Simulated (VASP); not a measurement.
# SnTe (F-43m) in VASP: settings compared

The runs below take SnTe through relaxation of cell and atoms, single point, with HSE06, PBE0.

Everything below comes from runs of VASP 6.6.1. Logs are shortened: lines on timing, memory, paths and dates and some standing lists are left out, and cuts for length are marked.

### Step 1. The cell of the first run

The structure is cubic, space group F-43m (No. 216). The conventional cell has a = 7.222 Å, b = 7.222 Å, c = 7.222 Å, α = 90.00°, β = 90.00°, γ = 90.00°. Te (site symmetry -43m) has 4 Sn at 3.13 Å within 4.1 Å. Sn (site symmetry -43m) has 4 Te at 3.13 Å within 4.1 Å.

### Step 2. Relaxation of cell and atoms, HSE06

File POSCAR:

```
SnTe
1.0
    0.0000000000      3.6111460000      3.6111460000
    3.6111460000      0.0000000000      3.6111460000
    3.6111460000      3.6111460000      0.0000000000
Te Sn
1 1
Direct
    0.2500000000      0.2500000000      0.2500000000
    0.0000000000      0.0000000000      0.0000000000
```

File INCAR.step1:

```
SYSTEM = SnTe
  ALGO = Normal
  EDIFF = 1E-5
  ENCUT = 600
  GGA = PE
  ISMEAR = -1
  LASPH = .True.
  LCHARG = .False.
  LREAL = .False.
  LWAVE = .True.
  NBANDS = 17
  NELM = 80
  PREC = Accurate
  SIGMA = 0.05
```

File INCAR.step2:

```
SYSTEM = SnTe
  ALGO = Normal
  EDIFF = 1E-6
  EDIFFG = -0.01
  ENCUT = 600
  GGA = PE
  HFSCREEN = 0.2079
  IBRION = 2
  ISIF = 3
  ISMEAR = -1
  ISTART = 1
  LASPH = .True.
  LCHARG = .False.
  LHFCALC = .True.
  LREAL = .False.
  LWAVE = .False.
  NELM = 80
  NSW = 60
  PREC = Accurate
  PRECFOCK = Normal
  SIGMA = 0.05
```

File KPOINTS:

```
k-points
0
Gamma
  4 4 4
  0 0 0
```

Potentials or basis: VASP PAW PBE potentials, release 64 (Te, Sn_d).

On the command line:

```
cat potpaw_PBE.64/Te/POTCAR potpaw_PBE.64/Sn_d/POTCAR > POTCAR
cp INCAR.step1 INCAR
mpirun -np 1 vasp_std > vasp.out
cp INCAR.step2 INCAR
mpirun -np 1 vasp_std > vasp.out
```

OUTCAR:

```text
SYSTEM = SnTe
   EDIFF = 1E-6
   EDIFFG = -0.01
   ENCUT = 600
   GGA = PE
   HFSCREEN = 0.2079
   IBRION = 2
   ISIF = 3
   ISMEAR = -1
   ISTART = 1
   LASPH = .True.
   LHFCALC = .True.
   LREAL = .False.
   NELM = 80
   NSW = 60
   PREC = Accurate
   PRECFOCK = Normal

 ion  position               nearest neighbor table
   1  0.250  0.250  0.250-   2 3.13   2 3.13   2 3.13   2 3.13
   2  0.000  0.000  0.000-   1 3.13   1 3.13   1 3.13   1 3.13

  LATTYP: Found a face centered cubic cell.
 ALAT       =     7.2222920000

  Lattice vectors:

 A1 = (   0.0000000000,   3.6111460000,   3.6111460000)
 A2 = (   3.6111460000,   0.0000000000,   3.6111460000)
 A3 = (   3.6111460000,   3.6111460000,   0.0000000000)

Analysis of symmetry for initial positions (statically):
=====================================================================
 Subroutine PRICEL returns:
 Original cell was already a primitive cell.

 Routine SETGRP: Setting up the symmetry group for a
 face centered cubic supercell.

 Subroutine GETGRP returns: Found 24 space group operations
 (whereof 24 operations were pure point group operations)
 out of a pool of 48 trial point group operations.

The static configuration has the point symmetry T_d .

Analysis of symmetry for dynamics (positions and initial velocities):
=====================================================================
 Subroutine PRICEL returns:
 Original cell was already a primitive cell.

 Routine SETGRP: Setting up the symmetry group for a
 face centered cubic supercell.

 Subroutine GETGRP returns: Found 24 space group operations
 (whereof 24 operations were pure point group operations)
 out of a pool of 48 trial point group operations.

The dynamic configuration has the point symmetry T_d .

 Subroutine INISYM returns: Found 24 space group operations
 (whereof 24 operations are pure point group operations),
 and found     1 'primitive' translations

----------------------------------------------------------------------------------------

                                     Primitive cell

  volume of cell :      94.1814

  direct lattice vectors                    reciprocal lattice vectors
     0.000000000  3.611146000  3.611146000    -0.138460201  0.138460201  0.138460201
     3.611146000  0.000000000  3.611146000     0.138460201 -0.138460201  0.138460201
     3.611146000  3.611146000  0.000000000     0.138460201  0.138460201 -0.138460201

  length of vectors
     5.106931649  5.106931649  5.106931649     0.239820102  0.239820102  0.239820102

  position of ions in fractional coordinates (direct lattice)
     0.250000000  0.250000000  0.250000000
     0.000000000  0.000000000  0.000000000

  ion indices of the primitive-cell ions
   primitive index   ion index
                 1           1
                 2           2

----------------------------------------------------------------------------------------

 KPOINTS: k-points

Automatic generation of k-mesh.
 Grid dimensions read from file:
 generate k-points for:    4    4    4

 Generating k-lattice:

  Cartesian coordinates                     Fractional coordinates (reciprocal lattice)
    -0.034615050  0.034615050  0.034615050     0.250000000  0.000000000  0.000000000
     0.034615050 -0.034615050  0.034615050     0.000000000  0.250000000  0.000000000
     0.034615050  0.034615050 -0.034615050     0.000000000  0.000000000  0.250000000

  Length of vectors
     0.059955026  0.059955026  0.059955026

[... 53 lines left out ...]
   IALGO  =     38    algorithm
   IMIX   =      1    mixing-type and parameters
     AMIX     =   0.40;   BMIX     =  1.00
     AMIX_MAG =   1.60;   BMIX_MAG =  1.00
  volume/ion in A,a.u.               =      47.09       317.78
  Fermi-wavevector in a.u.,A,eV,Ry     =   0.976704  1.845704 12.979296  0.953951
  Thomas-Fermi vector in A             =   2.107344
   LORBIT       =      0    0 simple, 1 ext, 2 COOP (PROOUT), +10 PAW based schemes
   GGA     = PE    functional components
   LHFCALC =     T    Hartree Fock is set to
   PRECFOCK=normal    Normal, Fast or Accurate (Low or Medium for compatibility)
   ENCUT4O =  -1.0   cutoff for four orbital integrals eV
   NKREDX  =     1    reduce k-point grid by
   NKREDY  =     1    reduce k-point grid by
   NKREDZ  =     1    reduce k-point grid by
   AEXX    =    0.2500 exact exchange contribution
   HFSCREEN=    0.2079 screening length (either q_TF or 0.3 A-1)
   HFSCREENC=   0.2079 screening length for correlation (either q_TF or 0.3 A-1)
   ENCUTFOCK=  -1.0 apply spherical cutoff to Coloumb kernel
   IVDW    =     0    specifies the selected vdW correction
   LEPSILON=     F    determine dielectric tensor
   LRPA    =     F    only Hartree local field effects (RPA)
 conjugate gradient relaxation of ions
 non-spin polarized calculation
  energy-cutoff  :      600.00
  volume of cell :       94.18
 maximum number of plane-waves:      3156
 NGX is ok and might be reduce to    42
  NGX = 32; NGY = 32; NGZ = 32

--------------------------------------- Ionic step        1  -------------------------------------------

 number of electron      20.0000000 magnetization

 Free energy of the ion-electron system (eV)
  ---------------------------------------------------
  ext. energy  EPLUGINS =         0.00000000
  ---------------------------------------------------
  free energy    TOTEN  =        -8.44181779 eV

  energy without entropy =       -8.44025363  energy(sigma->0) =       -8.44103571

------------------------ aborting loop because EDIFF is reached ----------------------------------------

  FORCE on cell =-STRESS in cart. coord.  units (eV):
  Direction    XX          YY          ZZ          XY          YZ          ZX
  --------------------------------------------------------------------------------------
  -------------------------------------------------------------------------------------
  Total       -0.4243771     -0.4243771     -0.4243771     -0.0000000     -0.0000000      0.0000000
  in kB       -7.2193376     -7.2193376     -7.2193376     -0.0000000     -0.0000000      0.0000000
  external PRESSURE =      -7.2193376 kB  Pullay stress =       0.0000000 kB

 VOLUME and BASIS-vectors are now :
 -----------------------------------------------------------------------------
  energy-cutoff  :      600.00
  volume of cell :       94.18
      direct lattice vectors                 reciprocal lattice vectors
     0.000000000  3.611146000  3.611146000    -0.138460201  0.138460201  0.138460201
     3.611146000  0.000000000  3.611146000     0.138460201 -0.138460201  0.138460201
     3.611146000  3.611146000  0.000000000     0.138460201  0.138460201 -0.138460201

 POSITION                                       TOTAL-FORCE (eV/Angst)
 -----------------------------------------------------------------------------------
      1.80557      1.80557      1.80557         0.000000      0.000000      0.000000
      0.00000      0.00000      0.00000        -0.000000     -0.000000     -0.000000
 -----------------------------------------------------------------------------------
    total drift:                                0.000003     -0.000007     -0.000004

  FREE ENERGIE OF THE ION-ELECTRON SYSTEM (eV)
  ---------------------------------------------------
  free  energy   TOTEN  =        -8.4418177859 eV

  energy  without entropy=       -8.4402536316  energy(sigma->0) =       -8.44103571

--------------------------------------- Ionic step        2  -------------------------------------------

 number of electron      20.0000003 magnetization

 Free energy of the ion-electron system (eV)
  ---------------------------------------------------
  ext. energy  EPLUGINS =         0.00000000
  ---------------------------------------------------
  free energy    TOTEN  =        -8.44829503 eV

  energy without entropy =       -8.44488614  energy(sigma->0) =       -8.44659058

 E-fermi :   3.4805     XC(G=0):  -6.3894

 val. band max:        3.3331594536   @ k =  -0.2500   0.5000   0.2500
 cond. band min:       3.5909467245   @ k =   0.5000   0.5000   0.0000
 fundamental gap:      0.2577872708
 Fermi energy:         3.4804720209

 k-point     1 :       0.0000    0.0000    0.0000
  band No.  band energies     occupation
      1     -20.8708      2.00000
      2     -20.8708      2.00000
      3     -20.8708      2.00000
      4     -20.8575      2.00000
      5     -20.8574      2.00000
      6      -9.6826      2.00000
      7      -2.2605      2.00000
      8       0.9266      2.00000
      9       0.9266      2.00000
     10       0.9266      2.00000
     11       4.6049      0.00000
     12       4.6049      0.00000
     13       4.6049      0.00000
     14       7.7712      0.00000
[... 105 lines left out ...]
      1     -20.8731      2.00000
      2     -20.8682      2.00000
      3     -20.8669      2.00000
      4     -20.8581      2.00000
      5     -20.8570      2.00000
      6      -8.7444      2.00000
      7      -4.9881      2.00000
      8      -0.7426      2.00000
      9      -0.6156      2.00000
     10       3.3332      1.90017
     11       5.0334      0.00000
     12       5.8896      0.00000
     13       6.8777      0.00000
     14       9.2227      0.00000

------------------------ aborting loop because EDIFF is reached ----------------------------------------

  FORCE on cell =-STRESS in cart. coord.  units (eV):
  Direction    XX          YY          ZZ          XY          YZ          ZX
  --------------------------------------------------------------------------------------
  -------------------------------------------------------------------------------------
  Total        0.0136581      0.0136581      0.0136581      0.0000000      0.0000000      0.0000000
  in kB        0.2396303      0.2396303      0.2396303      0.0000000      0.0000000      0.0000000
  external PRESSURE =       0.2396303 kB  Pullay stress =       0.0000000 kB

 VOLUME and BASIS-vectors are now :
 -----------------------------------------------------------------------------
  energy-cutoff  :      600.00
  volume of cell :       91.32
      direct lattice vectors                 reciprocal lattice vectors
    -0.000000000  3.574180367  3.574180367    -0.139892213  0.139892213  0.139892213
     3.574180367 -0.000000000  3.574180367     0.139892213 -0.139892213  0.139892213
     3.574180367  3.574180367 -0.000000000     0.139892213  0.139892213 -0.139892213

 POSITION                                       TOTAL-FORCE (eV/Angst)
 -----------------------------------------------------------------------------------
      1.78709      1.78709      1.78709        -0.000000     -0.000000     -0.000000
      3.57418      7.14836      3.57418         0.000000      0.000000      0.000000
 -----------------------------------------------------------------------------------
    total drift:                                0.000007      0.000005      0.000010

  FREE ENERGIE OF THE ION-ELECTRON SYSTEM (eV)
  ---------------------------------------------------
  free  energy   TOTEN  =        -8.4482950260 eV

  energy  without entropy=       -8.4448861408  energy(sigma->0) =       -8.44659058

 reached required accuracy - stopping structural energy minimisation
```

It took 29 min on 1 thread of Intel Xeon Platinum 8488C (Sapphire Rapids), shared host; peak memory 0.4 GiB.

Results:

| Property | Result |
| --- | --- |
| Free energy | -8.4483 eV |
| Relaxed volume | 45.66 Å³/atom |
| Relaxed cell | a = 5.055 Å, b = 5.055 Å, c = 5.055 Å, α = 60.00°, β = 60.00°, γ = 60.00° |
| Space group after relaxing (to 0.1 Å) | F-43m (No. 216) |
| Energy gained by relaxing | 3.2 meV/atom |
| Ionic steps | 2 |
| Pressure after relaxing | 0.0 GPa |
| Band gap on the k mesh | 0.26 eV (least direct gap 1.10 eV) |

Step by step:
| step | energy change (eV) | largest force (eV/Å) | pressure (GPa) | volume (Å³) |
| --- | --- | --- | --- | --- |
| 1 | 0.0000 | 0.0000 | -0.72 | 94.18 |
| 2 | -0.0065 | 0.0000 | 0.02 | 91.32 |

Final structure:
```yaml
crystal:
  lattice:
    - [0.00000, 3.57418, 3.57418]
    - [3.57418, 0.00000, 3.57418]
    - [3.57418, 3.57418, 0.00000]
  atoms:
    - { symbol: Te, position: [0.25000, 0.25000, 0.25000] }
    - { symbol: Sn, position: [0.00000, 0.00000, 0.00000] }
```

Levels at points of the mesh, in eV from the valence-band top:
```csv
k point,band 6,band 7,band 8,band 9,band 10,band 11,band 12,band 13,band 14
"(0.00, 0.00, 0.00)",-13.02,-5.59,-2.41,-2.41,-2.41,1.27,1.27,1.27,4.44
"(0.50, 0.00, 0.00)",-12.35,-7.92,-3.01,-3.01,-2.33,2.15,2.15,4.00,6.03
"(0.50, 0.50, 0.00)",-12.08,-8.35,-3.76,-3.76,-0.84,0.26,4.57,4.57,5.91
```

Caveat: the PAW data sets were made with another functional, which shifts forces and pressure a little; spin-orbit coupling is left out, which moves the levels of the heavy elements. A k mesh can miss the band edges.

### Step 3. Single point, PBE0

This run uses another cell than the first one, of 44.27 Å³/atom.

File POSCAR:

```
SnTe
1.0
    0.0000000000      3.5374284581      3.5374284581
    3.5374284581      0.0000000000      3.5374284581
    3.5374284581      3.5374284581      0.0000000000
Te Sn
1 1
Direct
    0.2500000000      0.2500000000      0.2500000000
    0.0000000000      0.0000000000      0.0000000000
```

File INCAR.step1:

```
SYSTEM = SnTe
ALGO = Normal
EDIFF = 1E-5
ENCUT = 520
GGA = PE
ISIF = 2
ISMEAR = -1
LASPH = .TRUE.
LREAL = .FALSE.
LWAVE = .TRUE.
NBANDS = 17
NELM = 80
PREC = Accurate
SIGMA = 0.05
```

File INCAR.step2:

```
SYSTEM = SnTe
AEXX = 0.25
ALGO = Normal
EDIFF = 1E-6
ENCUT = 520
GGA = PE
ISIF = 2
ISMEAR = -1
ISTART = 1
LASPH = .TRUE.
LCHARG = .TRUE.
LELF = .TRUE.
LHFCALC = .TRUE.
LREAL = .FALSE.
LVHAR = .TRUE.
LWAVE = .FALSE.
NBANDS = 17
NELM = 80
PREC = Accurate
PRECFOCK = Normal
SIGMA = 0.05
```

File KPOINTS:

```
k-points
0
G
  4 4 4
  0 0 0
```

Potentials or basis: VASP PAW PBE potentials, release 64 (Te, Sn_d).

On the command line:

```
cat potpaw_PBE.64/Te/POTCAR potpaw_PBE.64/Sn_d/POTCAR > POTCAR
cp INCAR.step1 INCAR
mpirun -np 1 vasp_std > vasp.out
cp INCAR.step2 INCAR
mpirun -np 1 vasp_std > vasp.out
```

Wall time 23 min (1 thread of Intel Xeon Platinum 8488C (Sapphire Rapids), shared host); peak memory 0.25 GiB.

The run converged. Its results:

```
Free energy            : -9.4411 eV
Pressure               : 0.9 GPa
Band gap on the k mesh : 0.76 eV (least direct gap 1.71 eV)
```

Levels at points of the mesh, in eV from the valence-band top:
| k point | band 8 | band 9 | band 10 | band 11 | band 12 | band 13 |
| --- | --- | --- | --- | --- | --- | --- |
| (0.00, 0.00, 0.00) | -2.58 | -2.58 | -2.58 | 1.84 | 1.84 | 1.84 |
| (0.50, 0.00, 0.00) | -3.23 | -3.23 | -2.49 | 2.74 | 2.74 | 4.76 |
| (0.50, 0.50, 0.00) | -4.03 | -4.03 | -0.95 | 0.76 | 5.34 | 5.34 |

Caveat: the PAW data sets were made with another functional, which shifts forces and pressure a little; spin-orbit coupling is left out, which moves the levels of the heavy elements. A k mesh can miss the band edges.
